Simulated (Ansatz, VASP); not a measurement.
## Zn in VASP and in Ansatz

Contents of POSCAR:

```
Zn
1.0
    2.5894641455      0.0000000000      0.0000000000
   -1.2947320727      2.2425417322      0.0000000000
    0.0000000000      0.0000000000      4.9140459337
Zn
2
Direct
    0.3333333333      0.6666666667      0.2500000000
    0.6666666667      0.3333333333      0.7500000000
```

INCAR.step1

```
SYSTEM = Zn
  ALGO = Normal
  EDIFF = 1E-4
  ENCUT = 520
  GGA = PE
  ISMEAR = 0
  LASPH = .TRUE.
  LCHARG = .FALSE.
  LREAL = .FALSE.
  LWAVE = .TRUE.
  NBANDS = 19
  NELM = 60
  PREC = Accurate
  SIGMA = 0.1
```

File INCAR.step2:

```
SYSTEM = Zn
  ALGO = Normal
  EDIFF = 1E-7
  ENCUT = 520
  ISIF = 2
  ISMEAR = 0
  ISTART = 1
  LASPH = .TRUE.
  LCHARG = .FALSE.
  LMIXTAU = .TRUE.
  LREAL = .FALSE.
  LWAVE = .FALSE.
  METAGGA = R2SCAN
  NBANDS = 19
  NELM = 60
  PREC = Accurate
  SIGMA = 0.1
```

KPOINTS

```
k-points
0
G
  18 18 10
  0 0 0
```

Input for Ansatz:

```yaml
crystal:
  lattice:
    - [2.5894641455, 0.0, 0.0]
    - [-1.2947320727, 2.2425417322, 0.0]
    - [0.0, 0.0, 4.9140459337]
  atoms:
    - { symbol: Zn, position: [0.3333333333, 0.6666666667, 0.25] }
    - { symbol: Zn, position: [0.6666666667, 0.3333333333, 0.75] }
basis:
  ecutwfc: 500
kpoints:
  mp_grid: { grid: [18, 18, 10] }
hamiltonian:
  xc: r2scan
  pseudopotentials: { kind: paw, azcp: { folder: soft_1 } }
scf:
  occupations: { method: gaussian, width: 0.1 }
output:
  forces: true
  stress: true
  eigenvalues: true
```

Alike in both runs: task single point; functional r2SCAN; k mesh 18 × 18 × 10; occupations gaussian, width 0.1 eV; no spin polarisation.

```csv
,VASP,Ansatz
version,VASP 6.6.1,Ansatz 0.2.0
potentials or method,"VASP PAW PBE potentials, release 64 (Zn), cutoff 520 eV","scalar-relativistic, plane waves, PAW"
valence electrons in the cell,24,24
```

Ansatz gave:

```
gap on the k mesh at the Fermi level (eV)                     : none
pressure (GPa)                                                : 1.4
traceless stress, the component that is largest in VASP (GPa) : 0.10
```

Task: Which values does VASP return?

Result: gap on the k mesh at the Fermi level (eV): none; pressure (GPa): 1.9; traceless stress, the component that is largest in VASP (GPa): -0.26.

VASP's potentials were made for PBE, not for r2SCAN. A gap of «none» marks a metal or a gap that the smearing closes. The functional is the same, so the differences come from potentials, cutoffs and numerics.
